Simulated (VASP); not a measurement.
# P in VASP: single point with LDA

Aim: the single point of P with LDA.

Everything below comes from runs of VASP 6.6.1. Logs are shortened: lines on timing, memory, paths and dates and some standing lists are left out, and cuts for length are marked.

## (1) The cell of the first run

The cell holds a slab with vacuum, 4 atoms: a = 3.284 Å, b = 34.857 Å, c = 4.632 Å, α = 90.00°, β = 90.00°, γ = 90.00°.

## (2) Single point, LDA (atom 1 (P) moved +0.075 Å towards its neighbour atom 4 (P) at 2.199 Å)

INCAR

```
PREC = Accurate
ENCUT = 520
EDIFF = 1E-6
ISMEAR = 0
SIGMA = 0.05
LREAL = False
LASPH = True
NELM = 100
ALGO = Normal
ISIF = 2
LWAVE = False
LCHARG = True
GGA = CA
LELF = True
LVHAR = True
NBANDS = 18
```

KPOINTS

```
regular mesh
0
Gamma
  8 1 6
```

POSCAR

```
P
1.0
    3.2837277200      0.0000000000      0.0000000000
    0.0000000000     34.8570309900      0.0000000000
    0.0000000000      0.0000000000      4.6320847100
P
4
Direct
   -0.0170557432      0.9702614300      0.6029196671
    0.0000000000      0.0297385700      0.4078492800
    0.5000000000      0.0297385700      0.0921507200
    0.5000000000      0.9702614300      0.9078492800
```

Potentials or basis: VASP PAW LDA potentials, release 64 (P).

On the command line:

```console
cat potpaw_LDA.64/P/POTCAR > POTCAR
mpirun -np 1 vasp_std > vasp.out
```

OUTCAR:

```text
PREC = Accurate
   ENCUT = 520
   EDIFF = 1E-6
   ISMEAR = 0
   LREAL = False
   LASPH = True
   NELM = 100
   ISIF = 2
   GGA = CA

 ion  position               nearest neighbor table
   1  0.983  0.970  0.603-   4 2.12   4 2.21   2 2.26
   2  0.000  0.030  0.408-   3 2.20   3 2.20   1 2.26
   3  0.500  0.030  0.092-   2 2.20   2 2.20   4 2.24
   4  0.500  0.970  0.908-   1 2.12   1 2.21   3 2.24

  LATTYP: Found a simple orthorhombic cell.
 ALAT       =     3.2837277200
 B/A-ratio  =     1.4106177811
 C/A-ratio  =    10.6150795566

  Lattice vectors:

 A1 = (  -3.2837277200,   0.0000000000,   0.0000000000)
 A2 = (   0.0000000000,   0.0000000000,   4.6320847100)
 A3 = (   0.0000000000,  34.8570309900,   0.0000000000)

Analysis of symmetry for initial positions (statically):
=====================================================================
 Subroutine PRICEL returns:
 Original cell was already a primitive cell.

 Routine SETGRP: Setting up the symmetry group for a
 simple orthorhombic supercell.

 Subroutine GETGRP returns: Found  1 space group operations
 (whereof  1 operations were pure point group operations)
 out of a pool of  8 trial point group operations.

The static configuration has the point symmetry C_1 .

Analysis of symmetry for dynamics (positions and initial velocities):
=====================================================================
 Subroutine PRICEL returns:
 Original cell was already a primitive cell.

 Routine SETGRP: Setting up the symmetry group for a
 simple orthorhombic supercell.

 Subroutine GETGRP returns: Found  1 space group operations
 (whereof  1 operations were pure point group operations)
 out of a pool of  8 trial point group operations.

The dynamic configuration has the point symmetry C_1 .

 Subroutine INISYM returns: Found  1 space group operations
 (whereof  1 operations are pure point group operations),
 and found     1 'primitive' translations

----------------------------------------------------------------------------------------

                                     Primitive cell

  volume of cell :     530.1930

  direct lattice vectors                    reciprocal lattice vectors
     3.283727720  0.000000000  0.000000000     0.304531948  0.000000000  0.000000000
     0.000000000 34.857030990  0.000000000     0.000000000  0.028688617  0.000000000
     0.000000000  0.000000000  4.632084710     0.000000000  0.000000000  0.215885516

  length of vectors
     3.283727720 34.857030990  4.632084710     0.304531948  0.028688617  0.215885516

  position of ions in fractional coordinates (direct lattice)
     0.982944257  0.970261430  0.602919667
     0.000000000  0.029738570  0.407849280
     0.500000000  0.029738570  0.092150720
     0.500000000  0.970261430  0.907849280

  ion indices of the primitive-cell ions
   primitive index   ion index
                 1           1
                 2           2
                 3           3
                 4           4

----------------------------------------------------------------------------------------

 KPOINTS: regular mesh

Automatic generation of k-mesh.
 Grid dimensions read from file:
 generate k-points for:    8    1    6

 Generating k-lattice:

  Cartesian coordinates                     Fractional coordinates (reciprocal lattice)
     0.038066494  0.000000000  0.000000000     0.125000000  0.000000000  0.000000000
     0.000000000  0.028688617  0.000000000     0.000000000  1.000000000  0.000000000
     0.000000000  0.000000000  0.035980919     0.000000000  0.000000000  0.166666667

  Length of vectors
     0.038066494  0.028688617  0.035980919

  Shift w.r.t. Gamma in fractional coordinates (k-lattice)
     0.000000000  0.000000000  0.000000000

 Subroutine IBZKPT returns following result:
 ===========================================

 Found     26 irreducible k-points:

 Following reciprocal coordinates:
            Coordinates               Weight
  0.000000  0.000000  0.000000      1.000000
  0.125000  0.000000  0.000000      2.000000
  0.250000  0.000000  0.000000      2.000000
  0.375000  0.000000  0.000000      2.000000
  0.500000  0.000000  0.000000      1.000000
  0.000000  0.000000  0.166667      2.000000
[... 16 lines left out ...]
  0.125000  0.000000  0.500000      2.000000
  0.250000  0.000000  0.500000      2.000000
 [... further k-points ...]
   k-points           NKPTS =     26   k-points in BZ     NKDIM =     26   number of bands    NBANDS=     18
   number of dos      NEDOS =    301   number of ions     NIONS =      4
   total plane-waves  NPLWV = 233280
   dimension x,y,z NGX =    24 NGY =  270 NGZ =   36
   dimension x,y,z NGXF=    48 NGYF=  540 NGZF=   72
   ions per type =               4
   NGX,Y,Z   is equivalent  to a cutoff of  12.15, 12.88, 12.92 a.u.
   NGXF,Y,Z  is equivalent  to a cutoff of  24.30, 25.75, 25.84 a.u.
 SYSTEM =  unknown system
   PREC   = accura    normal or accurate (medium, high low for compatibility)
   ISTART =      0    job   : 0-new  1-cont  2-samecut
   ICHARG =      2    charge: 1-file 2-atom 10-const
   ISPIN  =      1    spin polarized calculation?
   LNONCOLLINEAR =      F non collinear calculations
   LSORBIT =      F    spin-orbit coupling
   LASPH  =      T    aspherical Exc in radial PAW
   ENCUT  =  520.0 eV  38.22 Ry    6.18 a.u.   6.11 64.81  8.61*2*pi/ulx,y,z
   NELM   =    100;   NELMIN=  2; NELMDL= -5     # of ELM steps
   EDIFF  = 0.1E-05   stopping-criterion for ELM
   LREAL  =      F    real-space projection
   EDIFFG = 0.1E-04   stopping-criterion for IOM
   NSW    =      0    number of steps for IOM
   IBRION =     -1    ionic relax: 0-MD 1-quasi-New 2-CG
   NFREE  =      0    steps in history (QN), initial steepest desc. (CG)
   ISIF   =      2    stress and relaxation
   ISYM   =      2    0-nonsym 1-usesym 2-fastsym
   POTIM  = 0.5000    time-step for ionic-motion
   TEBEG  =    0.0;   TEEND  =   0.0 temperature during run
   PSTRESS=    0.0 pullay stress
   NELECT =      20.0000    total number of electrons
   NUPDOWN=      -1.0000    fix difference up-down
   EMIN   =  10.00;   EMAX   =-10.00  energy-range for DOS
   EFERMI =   0.00;   METHOD = LEGACY
   ISMEAR =     0;   SIGMA  =   0.05  broadening in eV -4-tet -1-fermi 0-gaus
   EFERMI_NEDOS =   21; number of points for ismear=-14 and -15
   IALGO  =     38    algorithm
   IMIX   =      4    mixing-type and parameters
     AMIX     =   0.40;   BMIX     =  1.00
     AMIX_MAG =   1.60;   BMIX_MAG =  1.00
  volume/ion in A,a.u.               =     132.55       894.48
  Fermi-wavevector in a.u.,A,eV,Ry     =   0.549044  1.037542  4.101461  0.301449
  Thomas-Fermi vector in A             =   1.580001
   LORBIT       =      0    0 simple, 1 ext, 2 COOP (PROOUT), +10 PAW based schemes
   GGA     = CA    functional components
   LHFCALC =     F    Hartree Fock is set to
   AEXX    =    0.0000 exact exchange contribution
   IVDW    =     0    specifies the selected vdW correction
   LEPSILON=     F    determine dielectric tensor
   LRPA    =     F    only Hartree local field effects (RPA)
 non-spin polarized calculation
 Gauss-broadening in eV      SIGMA  =   0.05
  energy-cutoff  :      520.00
  volume of cell :      530.19
 maximum number of plane-waves:     14344
   NGX = 13   NGY =129   NGZ = 17

 number of electron      20.0000001 magnetization

 Free energy of the ion-electron system (eV)
  ---------------------------------------------------
  ext. energy  EPLUGINS =         0.00000000
  ---------------------------------------------------
  free energy    TOTEN  =       -23.66765915 eV

  energy without entropy =      -23.66765915  energy(sigma->0) =      -23.66765915

 E-fermi :  -3.2881     XC(G=0):  -1.8014

 val. band max:       -3.5546224073   @ k =   0.0000   0.0000   0.0000
 cond. band min:      -2.7882399829   @ k =   0.0000   0.0000   0.0000
 fundamental gap:      0.7663824244
 Fermi energy:        -3.2880508757

 k-point     1 :       0.0000    0.0000    0.0000
  band No.  band energies     occupation
      1     -18.7840      2.00000
      2     -16.3562      2.00000
      3     -12.8017      2.00000
      4      -9.4429      2.00000
      5      -8.2626      2.00000
      6      -8.1555      2.00000
[... 10 lines left out ...]
     17       1.6281      0.00000
     18       1.7623      0.00000

 k-point     2 :       0.1250    0.0000    0.0000
  band No.  band energies     occupation
      1     -18.5956      2.00000
      2     -16.1609      2.00000
      3     -12.8777      2.00000
      4      -9.3046      2.00000
      5      -8.4537      2.00000
      6      -8.1482      2.00000
[... 10 lines left out ...]
     17       1.6235      0.00000
     18       1.8462      0.00000

 k-point     3 :       0.2500    0.0000    0.0000
  band No.  band energies     occupation
      1     -18.0362      2.00000
      2     -15.5787      2.00000
      3     -13.3680      2.00000
      4      -9.8154      2.00000
      5      -9.1986      2.00000
      6      -8.9172      2.00000
[... 10 lines left out ...]
     17       1.9497      0.00000
     18       2.1007      0.00000

 k-point     4 :       0.3750    0.0000    0.0000
  band No.  band energies     occupation
      1     -17.1277      2.00000
      2     -14.6800      2.00000
      3     -14.4611      2.00000
      4     -11.6272      2.00000
      5      -9.2607      2.00000
      6      -8.5546      2.00000
[... 10 lines left out ...]
     17       2.7173      0.00000
     18       2.7986      0.00000

 k-point     5 :       0.5000    0.0000    0.0000
  band No.  band energies     occupation
      1     -16.0323      2.00000
      2     -15.7925      2.00000
      3     -13.4100      2.00000
      4     -13.1416      2.00000
      5      -8.7578      2.00000
      6      -8.7415      2.00000
[... 10 lines left out ...]
     17       2.9805      0.00000
     18       3.0842      0.00000

 k-point     6 :       0.0000    0.0000    0.1667
  band No.  band energies     occupation
      1     -18.6542      2.00000
      2     -16.5438      2.00000
      3     -12.8134      2.00000
      4     -10.0782      2.00000
      5      -7.9037      2.00000
      6      -7.6615      2.00000
[... 10 lines left out ...]
     17       1.6073      0.00000
     18       1.8228      0.00000

 k-point     7 :       0.1250    0.0000    0.1667
  band No.  band energies     occupation
      1     -18.4682      2.00000
      2     -16.3485      2.00000
      3     -12.8553      2.00000
      4      -9.9720      2.00000
      5      -8.3714      2.00000
      6      -8.0132      2.00000
[... 10 lines left out ...]
     17       1.5212      0.00000
     18       1.7916      0.00000

 k-point     8 :       0.1250    0.0000   -0.1667
  band No.  band energies     occupation
      1     -18.4649      2.00000
      2     -16.3598      2.00000
      3     -12.8293      2.00000
      4     -10.0275      2.00000
      5      -8.3054      2.00000
      6      -7.9646      2.00000
[... 10 lines left out ...]
     17       1.5205      0.00000
     18       1.7903      0.00000
[... 229 lines left out ...]
     17       2.8353      0.00000
     18       3.3555      0.00000

 k-point    20 :       0.3750    0.0000   -0.3333
  band No.  band energies     occupation
      1     -16.6600      2.00000
      2     -15.6452      2.00000
      3     -13.4255      2.00000
      4     -12.3472      2.00000
      5      -9.6525      2.00000
      6      -8.8238      2.00000
[... 10 lines left out ...]
     17       2.7735      0.00000
     18       3.4092      0.00000

 k-point    21 :       0.5000    0.0000    0.3333
  band No.  band energies     occupation
      1     -15.7711      2.00000
      2     -15.5487      2.00000
      3     -13.6935      2.00000
      4     -13.4270      2.00000
      5      -8.9293      2.00000
      6      -8.8186      2.00000
[... 10 lines left out ...]
     17       2.6241      0.00000
     18       2.7274      0.00000

 k-point    22 :       0.0000    0.0000    0.5000
  band No.  band energies     occupation
      1     -17.8168      2.00000
      2     -17.5878      2.00000
      3     -12.1073      2.00000
      4     -11.9556      2.00000
      5      -6.6287      2.00000
      6      -6.5917      2.00000
[... 10 lines left out ...]
     17       2.1419      0.00000
     18       2.2460      0.00000

 k-point    23 :       0.1250    0.0000    0.5000
  band No.  band energies     occupation
      1     -17.6336      2.00000
      2     -17.4055      2.00000
      3     -12.0342      2.00000
      4     -11.8849      2.00000
      5      -7.8519      2.00000
      6      -7.5986      2.00000
[... 10 lines left out ...]
     17       2.4149      0.00000
     18       2.5114      0.00000

 k-point    24 :       0.2500    0.0000    0.5000
  band No.  band energies     occupation
      1     -17.0972      2.00000
      2     -16.8721      2.00000
      3     -12.0876      2.00000
      4     -11.9413      2.00000
      5      -9.3256      2.00000
      6      -9.1514      2.00000
[... 10 lines left out ...]
     17       2.5830      0.00000
     18       2.7142      0.00000

 [... further k-points ...]
[... 5 lines left out ...]
  --------------------------------------------------------------------------------------
  -------------------------------------------------------------------------------------
  Total       -1.0880130     -0.4741714     -0.2365873     -0.2424570      0.3059570     -0.8798154
  in kB       -3.2878398     -1.4328868     -0.7149374     -0.7326747      0.9245641     -2.6586926
  external PRESSURE =      -1.8118880 kB  Pullay stress =       0.0000000 kB

 VOLUME and BASIS-vectors are now :
 -----------------------------------------------------------------------------
  energy-cutoff  :      520.00
  volume of cell :      530.19
      direct lattice vectors                 reciprocal lattice vectors
     3.283727720  0.000000000  0.000000000     0.304531948  0.000000000  0.000000000
     0.000000000 34.857030990  0.000000000     0.000000000  0.028688617  0.000000000
     0.000000000  0.000000000  4.632084710     0.000000000  0.000000000  0.215885516

 POSITION                                       TOTAL-FORCE (eV/Angst)
 -----------------------------------------------------------------------------------
      3.22772     33.82043      2.79277         0.743489      0.106608     -0.876655
      0.00000      1.03660      1.88919        -0.068076     -0.109943      0.188682
      1.64186      1.03660      0.42685        -0.048887     -0.111849     -0.041059
      1.64186     33.82043      4.20523        -0.626527      0.115184      0.729033
 -----------------------------------------------------------------------------------
    total drift:                               -0.000013     -0.000011     -0.000042

  FREE ENERGIE OF THE ION-ELECTRON SYSTEM (eV)
  ---------------------------------------------------
  free  energy   TOTEN  =       -23.6676591542 eV

  energy  without entropy=      -23.6676591542  energy(sigma->0) =      -23.66765915
```

It took 3.2 min on 1 thread of AMD EPYC 9R45 (Zen 5), shared host; peak memory 0.46 GiB.

Results:

```
Free energy            : -23.6677 eV
Largest force          : 1.154 eV/Å
Band gap on the k mesh : 0.77 eV
```

Forces in eV/Å, atoms in the order of the input:
```
P    0.743  0.107 -0.877
P   -0.068 -0.110  0.189
P   -0.049 -0.112 -0.041
P   -0.627  0.115  0.729
```

Levels at points of the mesh, in eV from the valence-band top:
```
           k point  band 8  band 9  band 10  band 11  band 12  band 13
(0.00, 0.00, 0.00)   -2.10   -1.70     0.00     0.77     1.28     2.39
(0.50, 0.00, 0.00)   -2.73   -2.11    -2.00     0.99     1.13     2.09
(0.00, 0.00, 0.50)   -2.72   -1.46    -1.41     1.75     1.94     3.54
(0.50, 0.00, 0.50)   -4.54   -1.16    -1.08     2.02     2.23     3.69
```

Caveat: the cell differs from its parent crystal (atom 1 (P) moved +0.075 Å towards its neighbour atom 4 (P) at 2.199 Å); there is no dipole correction, which matters where the two faces differ.
